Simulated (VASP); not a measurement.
Ca: single point with PBEsol

Ca:

```
Ca
1.0
     0.00000    2.44141    2.44141
     2.44141    0.00000    2.44141
     2.44141    2.44141    0.00000
Ca
1
Cartesian
  0.0000 0.0000 0.0000
```

```
Program                : VASP 6.6.1
Task                   : single point
Functional             : PBEsol
Potentials or basis    : VASP PAW PBE potentials, release 64 (Ca_sv)
Cutoff                 : 520 eV
k mesh                 : 18 × 18 × 18
Occupations            : fermi-dirac, width 0.08 eV
Spin                   : no spin polarisation
Dipole correction      : no
Further INCAR settings : ALGO = Normal; EDIFF = 1e-06; NBANDS = 11
```

```json
{
 "Pressure": "10.0 GPa"
}
```

Levels at points of the mesh, in eV from the Fermi level:
| k point | band 2 | band 3 | band 4 | band 5 | band 6 | band 7 | band 8 | band 9 |
| --- | --- | --- | --- | --- | --- | --- | --- | --- |
| (0.00, 0.00, 0.00) | -21.95 | -21.95 | -21.95 | -4.66 | 2.74 | 2.74 | 2.74 | 4.39 |
| (0.50, 0.00, 0.00) | -22.46 | -22.01 | -22.01 | -1.25 | 0.36 | 2.55 | 2.55 | 5.46 |
| (0.50, 0.50, 0.00) | -22.42 | -22.13 | -22.13 | -1.00 | 0.18 | 1.95 | 5.46 | 5.75 |

It took 31 s on 1 thread of AMD EPYC 9R45 96-Core Processor (Zen 5), on a shared host, peak memory 0.17 GiB.

Caveat: the cell stands under pressure; the PAW data sets were made with another functional, which shifts forces and pressure a little.
